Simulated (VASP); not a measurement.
# AlN in VASP: a series of runs

AlN is run at these levels: PBE; tasks: single point.

All numbers are computed with VASP 6.6.1; they aren't measurements. Logs are shortened: lines on timing, memory, paths and dates and some standing lists are left out, and cuts for length are marked.

## 1. The cell of the first run

It takes space group Fm-3m (No. 225, cubic). The conventional cell has a = 4.069 Å, b = 4.069 Å, c = 4.069 Å, α = 90.00°, β = 90.00°, γ = 90.00°. Within 2.7 Å of Al (site symmetry m-3m) lie 6 N at 2.03 Å. Within 2.7 Å of N (site symmetry m-3m) lie 6 Al at 2.03 Å.

## 2. Single point, PBE

The input, INCAR:

```
PREC     = Accurate       # precision mode
ENCUT    = 600            # plane-wave cutoff, eV
EDIFF    = 1E-6           # SCF threshold, eV
ISMEAR   = -1             # smearing method
SIGMA    = 0.1            # smearing width, eV
LREAL    = False          # projectors in reciprocal space
LASPH    = True           # aspherical terms in the spheres
NELM     = 120            # most SCF steps
ALGO     = Normal         # electronic algorithm
ISIF     = 2              # what is computed and relaxed
LWAVE    = False          # write WAVECAR
LCHARG   = False          # write CHGCAR
GGA      = PE             # functional
NBANDS   = 11             # bands
GGA_COMPAT= False
```

The input, KPOINTS:

```
regular mesh
0
Gamma
  6 6 6
```

The input, POSCAR:

```
AlN
1.0
    0.0000000000      2.0345180000      2.0345180000
    2.0345180000      0.0000000000      2.0345180000
    2.0345180000      2.0345180000      0.0000000000
Al N
1 1
Direct
    0.5000000000      0.5000000000      0.5000000000
    0.0000000000      0.0000000000      0.0000000000
```

Potentials or basis: VASP PAW PBE potentials, release 64 (Al, N).

Launch:

```console
cat potpaw_PBE.64/Al/POTCAR potpaw_PBE.64/N/POTCAR > POTCAR
mpirun -np 1 vasp_std > vasp.out
```

OUTCAR:

```text
PREC = Accurate
   ENCUT = 600
   EDIFF = 1E-6
   ISMEAR = -1
   LREAL = False
   LASPH = True
   NELM = 120
   ISIF = 2
   GGA = PE

 ion  position               nearest neighbor table
   1  0.500  0.500  0.500-   2 2.03   2 2.03   2 2.03   2 2.03   2 2.03   2 2.03
   2  0.000  0.000  0.000-   1 2.03   1 2.03   1 2.03   1 2.03   1 2.03   1 2.03

  LATTYP: Found a face centered cubic cell.
 ALAT       =     4.0690360000

  Lattice vectors:

 A1 = (   0.0000000000,   2.0345180000,   2.0345180000)
 A2 = (   2.0345180000,   0.0000000000,   2.0345180000)
 A3 = (   2.0345180000,   2.0345180000,   0.0000000000)

Analysis of symmetry for initial positions (statically):
=====================================================================
 Subroutine PRICEL returns:
 Original cell was already a primitive cell.

 Routine SETGRP: Setting up the symmetry group for a
 face centered cubic supercell.

 Subroutine GETGRP returns: Found 48 space group operations
 (whereof 48 operations were pure point group operations)
 out of a pool of 48 trial point group operations.

The static configuration has the point symmetry O_h .

Analysis of symmetry for dynamics (positions and initial velocities):
=====================================================================
 Subroutine PRICEL returns:
 Original cell was already a primitive cell.

 Routine SETGRP: Setting up the symmetry group for a
 face centered cubic supercell.

 Subroutine GETGRP returns: Found 48 space group operations
 (whereof 48 operations were pure point group operations)
 out of a pool of 48 trial point group operations.

The dynamic configuration has the point symmetry O_h .

 Subroutine INISYM returns: Found 48 space group operations
 (whereof 48 operations are pure point group operations),
 and found     1 'primitive' translations

----------------------------------------------------------------------------------------

                                     Primitive cell

  volume of cell :      16.8428

  direct lattice vectors                    reciprocal lattice vectors
     0.000000000  2.034518000  2.034518000    -0.245758455  0.245758455  0.245758455
     2.034518000  0.000000000  2.034518000     0.245758455 -0.245758455  0.245758455
     2.034518000  2.034518000  0.000000000     0.245758455  0.245758455 -0.245758455

  length of vectors
     2.877242948  2.877242948  2.877242948     0.425666130  0.425666130  0.425666130

  position of ions in fractional coordinates (direct lattice)
     0.500000000  0.500000000  0.500000000
     0.000000000  0.000000000  0.000000000

  ion indices of the primitive-cell ions
   primitive index   ion index
                 1           1
                 2           2

----------------------------------------------------------------------------------------

 KPOINTS: regular mesh

Automatic generation of k-mesh.
 Grid dimensions read from file:
 generate k-points for:    6    6    6

 Generating k-lattice:

  Cartesian coordinates                     Fractional coordinates (reciprocal lattice)
    -0.040959742  0.040959742  0.040959742     0.166666667  0.000000000  0.000000000
     0.040959742 -0.040959742  0.040959742     0.000000000  0.166666667  0.000000000
     0.040959742  0.040959742 -0.040959742     0.000000000  0.000000000  0.166666667

  Length of vectors
     0.070944355  0.070944355  0.070944355

  Shift w.r.t. Gamma in fractional coordinates (k-lattice)
     0.000000000  0.000000000  0.000000000

 Subroutine IBZKPT returns following result:
 ===========================================

 Found     16 irreducible k-points:

 Following reciprocal coordinates:
            Coordinates               Weight
  0.000000  0.000000  0.000000      1.000000
  0.166667  0.000000  0.000000      8.000000
  0.333333  0.000000  0.000000      8.000000
  0.500000  0.000000  0.000000      4.000000
  0.166667  0.166667  0.000000      6.000000
  0.333333  0.166667  0.000000     24.000000
[... 8 lines left out ...]
 -0.333333  0.333333  0.166667     24.000000
 -0.333333  0.500000  0.166667     12.000000
   k-points           NKPTS =     16   k-points in BZ     NKDIM =     16   number of bands    NBANDS=     11
   number of dos      NEDOS =    301   number of ions     NIONS =      2
   total plane-waves  NPLWV =  13824
   dimension x,y,z NGX =    24 NGY =   24 NGZ =   24
   dimension x,y,z NGXF=    48 NGYF=   48 NGZF=   48
   ions per type =               1   1
   NGX,Y,Z   is equivalent  to a cutoff of  13.87, 13.87, 13.87 a.u.
   NGXF,Y,Z  is equivalent  to a cutoff of  27.73, 27.73, 27.73 a.u.
 SYSTEM =  unknown system
   PREC   = accura    normal or accurate (medium, high low for compatibility)
   ISTART =      0    job   : 0-new  1-cont  2-samecut
   ICHARG =      2    charge: 1-file 2-atom 10-const
   ISPIN  =      1    spin polarized calculation?
   LNONCOLLINEAR =      F non collinear calculations
   LSORBIT =      F    spin-orbit coupling
   LASPH  =      T    aspherical Exc in radial PAW
   ENCUT  =  600.0 eV  44.10 Ry    6.64 a.u.   5.75  5.75  5.75*2*pi/ulx,y,z
   NELM   =    120;   NELMIN=  2; NELMDL= -5     # of ELM steps
   EDIFF  = 0.1E-05   stopping-criterion for ELM
   LREAL  =      F    real-space projection
   EDIFFG = 0.1E-04   stopping-criterion for IOM
   NSW    =      0    number of steps for IOM
   IBRION =     -1    ionic relax: 0-MD 1-quasi-New 2-CG
   NFREE  =      0    steps in history (QN), initial steepest desc. (CG)
   ISIF   =      2    stress and relaxation
   ISYM   =      2    0-nonsym 1-usesym 2-fastsym
   POTIM  = 0.5000    time-step for ionic-motion
   TEBEG  =    0.0;   TEEND  =   0.0 temperature during run
   PSTRESS=    0.0 pullay stress
   NELECT =       8.0000    total number of electrons
   NUPDOWN=      -1.0000    fix difference up-down
   EMIN   =  10.00;   EMAX   =-10.00  energy-range for DOS
   EFERMI =   0.00;   METHOD = LEGACY
   ISMEAR =    -1;   SIGMA  =   0.10  broadening in eV -4-tet -1-fermi 0-gaus
   EFERMI_NEDOS =   21; number of points for ismear=-14 and -15
   IALGO  =     38    algorithm
   IMIX   =      4    mixing-type and parameters
     AMIX     =   0.40;   BMIX     =  1.00
     AMIX_MAG =   1.60;   BMIX_MAG =  1.00
  volume/ion in A,a.u.               =       8.42        56.83
  Fermi-wavevector in a.u.,A,eV,Ry     =   1.277321  2.413786 22.198561  1.631548
  Thomas-Fermi vector in A             =   2.409927
   LORBIT       =      0    0 simple, 1 ext, 2 COOP (PROOUT), +10 PAW based schemes
   GGA     = PE    functional components
   LHFCALC =     F    Hartree Fock is set to
   AEXX    =    0.0000 exact exchange contribution
   IVDW    =     0    specifies the selected vdW correction
   LEPSILON=     F    determine dielectric tensor
   LRPA    =     F    only Hartree local field effects (RPA)
 non-spin polarized calculation
  energy-cutoff  :      600.00
  volume of cell :       16.84
 maximum number of plane-waves:       588
   NGX = 11   NGY = 11   NGZ = 11

 number of electron       7.9999999 magnetization

 Free energy of the ion-electron system (eV)
  ---------------------------------------------------
  ext. energy  EPLUGINS =         0.00000000
  ---------------------------------------------------
  free energy    TOTEN  =       -14.54246307 eV

  energy without entropy =      -14.54246307  energy(sigma->0) =      -14.54246307

 E-fermi :  11.8107     XC(G=0): -12.1957

 val. band max:        9.7232166212   @ k =   0.0000   0.0000   0.0000
 cond. band min:      14.1419013669   @ k =   0.5000   0.5000   0.0000
 fundamental gap:      4.4186847457
 Fermi energy:        11.8106852382

 k-point     1 :       0.0000    0.0000    0.0000
  band No.  band energies     occupation
      1      -7.6603      2.00000
      2       9.7232      2.00000
      3       9.7232      2.00000
      4       9.7232      2.00000
      5      15.1282      0.00000
      6      21.8237      0.00000
      7      21.8237      0.00000
      8      21.8237      0.00000
      9      26.9134      0.00000
     10      27.3675      0.00000
     11      27.3675      0.00000

 k-point     2 :       0.1667    0.0000    0.0000
  band No.  band energies     occupation
      1      -7.1081      2.00000
      2       7.3418      2.00000
      3       9.4242      2.00000
      4       9.4242      2.00000
      5      16.3318      0.00000
      6      20.3808      0.00000
      7      22.3215      0.00000
      8      22.3215      0.00000
      9      25.1090      0.00000
     10      25.1090      0.00000
     11      27.3006      0.00000

 k-point     3 :       0.3333    0.0000    0.0000
  band No.  band energies     occupation
      1      -5.6389      2.00000
      2       3.5816      2.00000
      3       8.9082      2.00000
      4       8.9082      2.00000
      5      16.1105      0.00000
      6      21.2138      0.00000
      7      21.2138      0.00000
      8      21.6393      0.00000
      9      26.0039      0.00000
     10      27.3929      0.00000
     11      27.3929      0.00000

 k-point     4 :       0.5000    0.0000    0.0000
  band No.  band energies     occupation
      1      -4.4744      2.00000
      2       1.5369      2.00000
      3       8.6809      2.00000
      4       8.6809      2.00000
      5      15.7348      0.00000
      6      20.5637      0.00000
      7      20.5637      0.00000
      8      22.7367      0.00000
      9      25.6096      0.00000
     10      30.1821      0.00000
     11      30.1821      0.00000
[... 127 lines left out ...]
 k-point    14 :       0.5000    0.3333    0.1667
  band No.  band energies     occupation
      1      -4.5477      2.00000
      2       3.7974      2.00000
      3       5.9297      2.00000
      4       7.6508      2.00000
      5      17.7725      0.00000
      6      18.6044      0.00000
      7      19.7949      0.00000
      8      23.5600      0.00000
      9      26.3061      0.00000
     10      30.0879      0.00000
     11      33.2681      0.00000

 k-point    15 :      -0.3333    0.3333    0.1667
  band No.  band energies     occupation
      1      -3.6995      2.00000
      2       3.0367      2.00000
      3       5.0769      2.00000
      4       7.0736      2.00000
      5      17.7056      0.00000
      6      18.9489      0.00000
      7      21.1623      0.00000
      8      22.6557      0.00000
      9      27.5526      0.00000
     10      28.6630      0.00000
     11      34.2929      0.00000

 k-point    16 :      -0.3333    0.5000    0.1667
  band No.  band energies     occupation
      1      -3.4051      2.00000
      2       3.2198      2.00000
      3       5.2726      2.00000
      4       6.1049      2.00000
      5      16.4683      0.00000
      6      17.9977      0.00000
      7      22.1925      0.00000
      8      23.1374      0.00000
      9      27.4559      0.00000
     10      31.0971      0.00000
     11      34.2962      0.00000

------------------------ aborting loop because EDIFF is reached ----------------------------------------

  FORCE on cell =-STRESS in cart. coord.  units (eV):
  Direction    XX          YY          ZZ          XY          YZ          ZX
  --------------------------------------------------------------------------------------
  -------------------------------------------------------------------------------------
  Total       -0.0175524     -0.0175524     -0.0175524     -0.0000000      0.0000000     -0.0000000
  in kB       -1.6696733     -1.6696733     -1.6696733     -0.0000000      0.0000000     -0.0000000
  external PRESSURE =      -1.6696733 kB  Pullay stress =       0.0000000 kB

 VOLUME and BASIS-vectors are now :
 -----------------------------------------------------------------------------
  energy-cutoff  :      600.00
  volume of cell :       16.84
      direct lattice vectors                 reciprocal lattice vectors
     0.000000000  2.034518000  2.034518000    -0.245758455  0.245758455  0.245758455
     2.034518000  0.000000000  2.034518000     0.245758455 -0.245758455  0.245758455
     2.034518000  2.034518000  0.000000000     0.245758455  0.245758455 -0.245758455

 POSITION                                       TOTAL-FORCE (eV/Angst)
 -----------------------------------------------------------------------------------
      2.03452      2.03452      2.03452        -0.000000     -0.000000     -0.000000
      0.00000      0.00000      0.00000         0.000000      0.000000      0.000000
 -----------------------------------------------------------------------------------
    total drift:                                0.000000     -0.000000     -0.000000

  FREE ENERGIE OF THE ION-ELECTRON SYSTEM (eV)
  ---------------------------------------------------
  free  energy   TOTEN  =       -14.5424630705 eV

  energy  without entropy=      -14.5424630705  energy(sigma->0) =      -14.54246307
```

Wall time 4.8 s (1 thread of AMD EPYC 7R43 (Zen 3), shared host); peak memory 0.1 GiB.

What came out:

| Item | Value |
| --- | --- |
| Free energy | -14.5425 eV |
| Pressure | -0.2 GPa |
| Band gap on the k mesh | 4.42 eV, indirect (least direct gap 5.41 eV) |

Caveat: the k points lie up to 0.45 Å⁻¹ apart. A k mesh can miss the band edges.

## 3. Single point, PBE

The input, INCAR:

```
SYSTEM = AlN
  PREC = Accurate
  ENCUT = 600
  EDIFF = 1E-6
  ISMEAR = 1
  SIGMA = 0.0013
  LREAL = .FALSE.
  LASPH = .TRUE.
  NELM = 120
  ALGO = Normal
  ISIF = 2
  LWAVE = .FALSE.
  LCHARG = .FALSE.
  GGA = PE
  ISYM = 0
  NBANDS = 11
  GGA_COMPAT = .FALSE.
```

The input, KPOINTS:

```
regular mesh
0
G
  6 1 5
  0 0 0
```

Edit POSCAR of step 2 so:

```diff
@@ -8,3 +8,3 @@
 Direct
-    0.5000000000      0.5000000000      0.5000000000
+    0.4877120773      0.5122879227      0.5122879227
     0.0000000000      0.0000000000      0.0000000000
```

Potentials or basis: VASP PAW PBE potentials, release 64 (Al, N).

Launch:

```console
cat potpaw_PBE.64/Al/POTCAR potpaw_PBE.64/N/POTCAR > POTCAR
mpirun -np 1 vasp_std > vasp.out
```

It took 4.9 s on 1 thread of AMD EPYC 7R43 (Zen 3), shared host; peak memory 0.1 GiB.

Results (log left out):

```yaml
Free_energy: -11.7142 eV
Pressure: 19.7 GPa
Largest_force: 0.274 eV/Å
Band_gap_on_the_k_mesh: 4.47 eV, indirect (least direct gap 5.18 eV)
```

Forces in eV/Å, atoms in the order of the input:
```
Al  -0.162 -0.001 -0.221
N    0.162  0.001  0.221
```

Stress tensor (GPa, compression positive):
```
20.77  0.06  6.16
 0.06 19.24 -0.06
 6.16 -0.06 19.22
```

Levels at points of the mesh, in eV from the valence-band top:
| k point | band 2 | band 3 | band 4 | band 5 | band 6 | band 7 |
| --- | --- | --- | --- | --- | --- | --- |
| (0.00, 0.00, 0.00) | -0.13 | -0.10 | 0.00 | 5.18 | 11.46 | 11.47 |
| (0.50, 0.00, 0.00) | -8.61 | -1.20 | -1.10 | 5.66 | 10.18 | 10.37 |

Caveat: the k points lie up to 2.67 Å⁻¹ apart.
